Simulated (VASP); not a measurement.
# F (C2/m) in VASP: further runs

Runs on F. Level: PBEsol. Tasks: single point.

Everything below comes from runs of VASP 6.6.1. Logs are shortened: lines on timing, memory, paths and dates and some standing lists are left out, and cuts for length are marked.

## Step 1: The cell of the first run

The structure is monoclinic, space group C2/m (No. 12). The conventional cell has a = 6.101 Å, b = 3.496 Å, c = 7.365 Å, α = 90.00°, β = 112.50°, γ = 90.00°. Within 1.6 Å of F (site symmetry m) lie 1 F at 1.22 Å. Within 1.8 Å of F (site symmetry m) lie 1 F at 1.37 Å.

## Step 2: Single point, PBEsol

INCAR reads:

```
  ALGO = Normal
  EDIFF = 1E-6
  ENCUT = 520
  GGA = PS
  ISIF = 2
  ISMEAR = 0
  LASPH = True
  LCHARG = False
  LREAL = False
  LWAVE = False
  NBANDS = 22
  NELM = 60
  PREC = Accurate
  SIGMA = 0.05
```

KPOINTS reads:

```
k-points
0
Gamma
  4 4 2
```

POSCAR reads:

```
F
1.0
    3.0414923524     -1.7480498951     -0.2345861287
    3.0414923524      1.7480498951     -0.2345861287
   -2.2869699080      0.0000000000      7.0004610119
F
4
Direct
    0.0848459664      0.0848459664      0.0780195948
    0.9151540336      0.9151540336      0.9219804052
    0.5015719855      0.5015719855      0.5937195244
    0.4984280145      0.4984280145      0.4062804756
```

Potentials or basis: VASP PAW PBE potentials, release 64 (F).

Command:

```bash
> cat potpaw_PBE.64/F/POTCAR > POTCAR
> mpirun -np 1 vasp_std > vasp.out
```

OUTCAR:

```text
EDIFF = 1E-6
   ENCUT = 520
   GGA = PS
   ISIF = 2
   ISMEAR = 0
   LASPH = True
   LREAL = False
   NELM = 60
   PREC = Accurate

 ion  position               nearest neighbor table
   1  0.085  0.085  0.078-   2 1.22
   2  0.915  0.915  0.922-   1 1.22
   3  0.502  0.502  0.594-   4 1.37
   4  0.498  0.498  0.406-   3 1.37

  LATTYP: Found a base centered monoclinic cell.
 ALAT       =     6.1010511820
 B/A-ratio  =     0.5730323654
 C/A-ratio  =     1.2070962569
 COS(beta)  =    -0.3827161857

  Lattice vectors:

 A1 = (   3.0414923524,  -1.7480498951,  -0.2345861287)
 A2 = (   3.0414923524,   1.7480498951,  -0.2345861287)
 A3 = (  -2.2869699080,   0.0000000000,   7.0004610119)

Analysis of symmetry for initial positions (statically):
=====================================================================
 Subroutine PRICEL returns:
 Original cell was already a primitive cell.

 Routine SETGRP: Setting up the symmetry group for a
 base centered monoclinic supercell.

 Subroutine GETGRP returns: Found  4 space group operations
 (whereof  4 operations were pure point group operations)
 out of a pool of  4 trial point group operations.

The static configuration has the point symmetry C_2h.

Analysis of symmetry for dynamics (positions and initial velocities):
=====================================================================
 Subroutine PRICEL returns:
 Original cell was already a primitive cell.

 Routine SETGRP: Setting up the symmetry group for a
 base centered monoclinic supercell.

 Subroutine GETGRP returns: Found  4 space group operations
 (whereof  4 operations were pure point group operations)
 out of a pool of  4 trial point group operations.

The dynamic configuration has the point symmetry C_2h.

 Subroutine INISYM returns: Found  4 space group operations
 (whereof  4 operations are pure point group operations),
 and found     1 'primitive' translations

----------------------------------------------------------------------------------------

                                     Primitive cell

  volume of cell :      72.5628

  direct lattice vectors                    reciprocal lattice vectors
     3.041492352 -1.748049895 -0.234586129     0.168642268 -0.286033025  0.055093485
     3.041492352  1.748049895 -0.234586129     0.168642268  0.286033025  0.055093485
    -2.286969908  0.000000000  7.000461012     0.011302438  0.000000000  0.146540111

  length of vectors
     3.515876109  3.515876109  7.364556045     0.336586390  0.336586390  0.146975336

  position of ions in fractional coordinates (direct lattice)
     0.084845966  0.084845966  0.078019595
     0.915154034  0.915154034  0.921980405
     0.501571986  0.501571986  0.593719524
     0.498428015  0.498428015  0.406280476

  ion indices of the primitive-cell ions
   primitive index   ion index
                 1           1
                 2           2
                 3           3
                 4           4

----------------------------------------------------------------------------------------

 KPOINTS: k-points

Automatic generation of k-mesh.
 Grid dimensions read from file:
 generate k-points for:    4    4    2

 Generating k-lattice:

  Cartesian coordinates                     Fractional coordinates (reciprocal lattice)
     0.042160567 -0.071508256  0.013773371     0.250000000  0.000000000 -0.000000000
     0.042160567  0.071508256  0.013773371     0.000000000  0.250000000 -0.000000000
     0.005651219  0.000000000  0.073270056     0.000000000  0.000000000  0.500000000

  Length of vectors
     0.084146598  0.084146598  0.073487668

  Shift w.r.t. Gamma in fractional coordinates (k-lattice)
     0.000000000  0.000000000  0.000000000

 Subroutine IBZKPT returns following result:
 ===========================================

 Found     14 irreducible k-points:

 Following reciprocal coordinates:
            Coordinates               Weight
  0.000000  0.000000  0.000000      1.000000
  0.250000  0.000000 -0.000000      4.000000
  0.500000  0.000000 -0.000000      2.000000
  0.250000  0.250000 -0.000000      2.000000
  0.500000  0.250000  0.000000      4.000000
 -0.250000  0.250000  0.000000      2.000000
  0.500000  0.500000 -0.000000      1.000000
  0.000000  0.000000  0.500000      1.000000
  0.250000 -0.000000  0.500000      4.000000
  0.500000  0.000000  0.500000      2.000000
  0.250000  0.250000  0.500000      2.000000
  0.500000  0.250000  0.500000      4.000000
 -0.250000  0.250000  0.500000      2.000000
  0.500000  0.500000  0.500000      1.000000
   k-points           NKPTS =     14   k-points in BZ     NKDIM =     14   number of bands    NBANDS=     22
   number of dos      NEDOS =    301   number of ions     NIONS =      4
   total plane-waves  NPLWV =  43904
   dimension x,y,z NGX =    28 NGY =   28 NGZ =   56
   dimension x,y,z NGXF=    56 NGYF=   56 NGZF=  112
   ions per type =               4
   NGX,Y,Z   is equivalent  to a cutoff of  13.24, 13.24, 12.64 a.u.
   NGXF,Y,Z  is equivalent  to a cutoff of  26.48, 26.48, 25.28 a.u.
 SYSTEM =  unknown system
   PREC   = accura    normal or accurate (medium, high low for compatibility)
   ISTART =      0    job   : 0-new  1-cont  2-samecut
   ICHARG =      2    charge: 1-file 2-atom 10-const
   ISPIN  =      1    spin polarized calculation?
   LNONCOLLINEAR =      F non collinear calculations
   LSORBIT =      F    spin-orbit coupling
   LASPH  =      T    aspherical Exc in radial PAW
   ENCUT  =  520.0 eV  38.22 Ry    6.18 a.u.   6.54  6.54 13.69*2*pi/ulx,y,z
   NELM   =     60;   NELMIN=  2; NELMDL= -5     # of ELM steps
   EDIFF  = 0.1E-05   stopping-criterion for ELM
   LREAL  =      F    real-space projection
   EDIFFG = 0.1E-04   stopping-criterion for IOM
   NSW    =      0    number of steps for IOM
   IBRION =     -1    ionic relax: 0-MD 1-quasi-New 2-CG
   NFREE  =      0    steps in history (QN), initial steepest desc. (CG)
   ISIF   =      2    stress and relaxation
   ISYM   =      2    0-nonsym 1-usesym 2-fastsym
   POTIM  = 0.5000    time-step for ionic-motion
   TEBEG  =    0.0;   TEEND  =   0.0 temperature during run
   PSTRESS=    0.0 pullay stress
   NELECT =      28.0000    total number of electrons
   NUPDOWN=      -1.0000    fix difference up-down
   EMIN   =  10.00;   EMAX   =-10.00  energy-range for DOS
   EFERMI =   0.00;   METHOD = LEGACY
   ISMEAR =     0;   SIGMA  =   0.05  broadening in eV -4-tet -1-fermi 0-gaus
   EFERMI_NEDOS =   21; number of points for ismear=-14 and -15
   IALGO  =     38    algorithm
   IMIX   =      4    mixing-type and parameters
     AMIX     =   0.40;   BMIX     =  1.00
     AMIX_MAG =   1.60;   BMIX_MAG =  1.00
  volume/ion in A,a.u.               =      18.14       122.42
  Fermi-wavevector in a.u.,A,eV,Ry     =   1.191853  2.252276 19.327273  1.420514
  Thomas-Fermi vector in A             =   2.327905
   LORBIT       =      0    0 simple, 1 ext, 2 COOP (PROOUT), +10 PAW based schemes
   GGA     = PS    functional components
   LHFCALC =     F    Hartree Fock is set to
   AEXX    =    0.0000 exact exchange contribution
   IVDW    =     0    specifies the selected vdW correction
   LEPSILON=     F    determine dielectric tensor
   LRPA    =     F    only Hartree local field effects (RPA)
 non-spin polarized calculation
 Gauss-broadening in eV      SIGMA  =   0.05
  energy-cutoff  :      520.00
  volume of cell :       72.56
 maximum number of plane-waves:      1980
 NGX is ok and might be reduce to    28
   NGX = 13   NGY = 13   NGZ = 27

 number of electron      28.0000006 magnetization

 Free energy of the ion-electron system (eV)
  ---------------------------------------------------
  ext. energy  EPLUGINS =         0.00000000
  ---------------------------------------------------
  free energy    TOTEN  =        -6.68716031 eV

  energy without entropy =       -6.68716031  energy(sigma->0) =       -6.68716031

 E-fermi :  -4.4849     XC(G=0):  -6.9162

 val. band max:       -4.7149838996   @ k =   0.5000   0.5000  -0.0000
 cond. band min:      -1.7031247615   @ k =   0.0000   0.0000   0.0000
 fundamental gap:      3.0118591381
 Fermi energy:        -4.4849263828

 k-point     1 :       0.0000    0.0000    0.0000
  band No.  band energies     occupation
      1     -34.1206      2.00000
      2     -30.9458      2.00000
      3     -23.6958      2.00000
      4     -22.4559      2.00000
      5     -12.8362      2.00000
      6     -11.9023      2.00000
[... 14 lines left out ...]
     21      13.9437      0.00000
     22      14.8915      0.00000

 k-point     2 :       0.2500    0.0000   -0.0000
  band No.  band energies     occupation
      1     -34.1069      2.00000
      2     -30.9272      2.00000
      3     -23.6783      2.00000
      4     -22.4588      2.00000
      5     -12.7611      2.00000
      6     -11.9420      2.00000
[... 14 lines left out ...]
     21      11.7511      0.00000
     22      13.5301      0.00000

 k-point     3 :       0.5000    0.0000   -0.0000
  band No.  band energies     occupation
      1     -34.0925      2.00000
      2     -30.9079      2.00000
      3     -23.6609      2.00000
      4     -22.4620      2.00000
      5     -12.6656      2.00000
      6     -11.9972      2.00000
[... 14 lines left out ...]
     21      10.7228      0.00000
     22      10.8546      0.00000

 k-point     4 :       0.2500    0.2500   -0.0000
  band No.  band energies     occupation
      1     -34.1048      2.00000
      2     -30.9255      2.00000
      3     -23.6812      2.00000
      4     -22.4808      2.00000
      5     -12.7241      2.00000
      6     -11.9936      2.00000
[... 14 lines left out ...]
     21      11.8038      0.00000
     22      12.6113      0.00000

 k-point     5 :       0.5000    0.2500    0.0000
  band No.  band energies     occupation
      1     -34.0908      2.00000
      2     -30.9063      2.00000
      3     -23.6690      2.00000
      4     -22.4777      2.00000
      5     -12.6674      2.00000
      6     -11.9938      2.00000
[... 14 lines left out ...]
     21      10.5546      0.00000
     22      11.5687      0.00000

 k-point     6 :      -0.2500    0.2500    0.0000
  band No.  band energies     occupation
      1     -34.0928      2.00000
      2     -30.9080      2.00000
      3     -23.6657      2.00000
      4     -22.4559      2.00000
      5     -12.7101      2.00000
      6     -11.9400      2.00000
[... 14 lines left out ...]
     21      10.0937      0.00000
     22      11.3639      0.00000

 k-point     7 :       0.5000    0.5000   -0.0000
  band No.  band energies     occupation
      1     -34.0889      2.00000
      2     -30.9043      2.00000
      3     -23.6770      2.00000
      4     -22.4930      2.00000
      5     -12.6675      2.00000
      6     -11.9891      2.00000
[... 14 lines left out ...]
     21      11.1746      0.00000
     22      12.0879      0.00000

 k-point     8 :       0.0000    0.0000    0.5000
  band No.  band energies     occupation
      1     -34.1209      2.00000
      2     -30.9464      2.00000
      3     -23.6843      2.00000
      4     -22.4708      2.00000
      5     -12.7342      2.00000
      6     -12.0241      2.00000
[... 14 lines left out ...]
     21      15.1243      0.00000
     22      15.2792      0.00000

 k-point     9 :       0.2500   -0.0000    0.5000
  band No.  band energies     occupation
      1     -34.1068      2.00000
      2     -30.9273      2.00000
      3     -23.6751      2.00000
      4     -22.4631      2.00000
      5     -12.7245      2.00000
      6     -11.9789      2.00000
[... 14 lines left out ...]
     21      11.2278      0.00000
     22      12.1281      0.00000

 k-point    10 :       0.5000    0.0000    0.5000
  band No.  band energies     occupation
      1     -34.0925      2.00000
      2     -30.9079      2.00000
      3     -23.6657      2.00000
      4     -22.4560      2.00000
      5     -12.7035      2.00000
      6     -11.9333      2.00000
[... 14 lines left out ...]
     21      10.3356      0.00000
     22      12.0610      0.00000

 k-point    11 :       0.2500    0.2500    0.5000
  band No.  band energies     occupation
      1     -34.1050      2.00000
      2     -30.9253      2.00000
      3     -23.6850      2.00000
      4     -22.4759      2.00000
      5     -12.7523      2.00000
      6     -11.9640      2.00000
[... 14 lines left out ...]
     21      11.6450      0.00000
     22      11.7902      0.00000

 k-point    12 :       0.5000    0.2500    0.5000
  band No.  band energies     occupation
      1     -34.0907      2.00000
      2     -30.9061      2.00000
      3     -23.6707      2.00000
      4     -22.4750      2.00000
      5     -12.6913      2.00000
      6     -11.9743      2.00000
[... 14 lines left out ...]
     21       9.6745      0.00000
     22      11.3879      0.00000

 k-point    13 :      -0.2500    0.2500    0.5000
  band No.  band energies     occupation
      1     -34.0927      2.00000
      2     -30.9081      2.00000
      3     -23.6612      2.00000
      4     -22.4621      2.00000
      5     -12.6674      2.00000
      6     -11.9853      2.00000
[... 14 lines left out ...]
     21      10.9389      0.00000
     22      11.0285      0.00000

 k-point    14 :       0.5000    0.5000    0.5000
  band No.  band energies     occupation
      1     -34.0886      2.00000
      2     -30.9044      2.00000
      3     -23.6754      2.00000
      4     -22.4942      2.00000
      5     -12.6694      2.00000
      6     -12.0274      2.00000
[... 14 lines left out ...]
     21       9.4033      0.00000
     22       9.8030      0.00000

------------------------ aborting loop because EDIFF is reached ----------------------------------------

  FORCE on cell =-STRESS in cart. coord.  units (eV):
  Direction    XX          YY          ZZ          XY          YZ          ZX
  --------------------------------------------------------------------------------------
  -------------------------------------------------------------------------------------
  Total        5.1381772     -0.2402879     13.3906091      0.0000000      0.0000000      7.1328843
  in kB      113.4502934     -5.3055258    295.6629336      0.0000000      0.0000000    157.4931720
  external PRESSURE =     134.6025671 kB  Pullay stress =       0.0000000 kB

 VOLUME and BASIS-vectors are now :
 -----------------------------------------------------------------------------
  energy-cutoff  :      520.00
  volume of cell :       72.56
      direct lattice vectors                 reciprocal lattice vectors
     3.041492352 -1.748049895 -0.234586129     0.168642268 -0.286033025  0.055093485
     3.041492352  1.748049895 -0.234586129     0.168642268  0.286033025  0.055093485
    -2.286969908  0.000000000  7.000461012     0.011302438  0.000000000  0.146540111

 POSITION                                       TOTAL-FORCE (eV/Angst)
 -----------------------------------------------------------------------------------
      0.33769      0.00000      0.50637         7.552424      0.000000     11.408131
      3.45833      0.00000      6.02492        -7.552424      0.000000    -11.408131
      1.69324      0.00000      3.92099        -0.497986      0.000000      1.475408
      2.10278      0.00000      2.61030         0.497986      0.000000     -1.475408
 -----------------------------------------------------------------------------------
    total drift:                                0.000000      0.000000     -0.000000

  FREE ENERGIE OF THE ION-ELECTRON SYSTEM (eV)
  ---------------------------------------------------
  free  energy   TOTEN  =        -6.6871603103 eV

  energy  without entropy=       -6.6871603103  energy(sigma->0) =       -6.68716031
```

Wall time 17 s (1 thread of Intel Xeon Platinum 8488C (Sapphire Rapids), shared host); peak memory 0.19 GiB.

What came out:

```yaml
Free_energy: -6.6872 eV
Pressure: 13.5 GPa
Largest_force: 13.682 eV/Å
Band_gap_on_the_k_mesh: 3.01 eV, indirect (least direct gap 3.07 eV)
```

Forces on the atoms (eV/Å):
```
F     7.552   0.000  11.408
F    -7.552   0.000 -11.408
F    -0.498   0.000   1.475
F     0.498   0.000  -1.475
```

Stress tensor (GPa, compression positive):
```
11.35  0.00 15.75
 0.00 -0.53  0.00
15.75  0.00 29.57
```

Levels at points of the mesh, in eV from the valence-band top:
```tsv
k point	band 12	band 13	band 14	band 15	band 16	band 17
(0.00, 0.00, 0.00)	-0.78	-0.22	-0.06	3.01	6.68	7.87
(0.50, 0.00, 0.00)	-0.89	-0.27	-0.12	3.15	6.78	11.82
(0.50, 0.50, 0.00)	-0.81	-0.10	0.00	3.12	6.72	12.10
(0.00, 0.00, 0.50)	-0.78	-0.22	-0.06	3.04	6.42	8.76
(0.50, 0.00, 0.50)	-0.88	-0.26	-0.08	3.12	6.81	11.60
(0.50, 0.50, 0.50)	-0.79	-0.13	-0.02	3.14	6.73	11.81
```

Caveat: the k points lie up to 0.53 Å⁻¹ apart; the standard files for N, O and F lose accuracy on very short bonds; the PAW data sets were made with another functional, which shifts forces and pressure a little. A k mesh can miss the band edges.

(Part 1 of 2 ends here.)
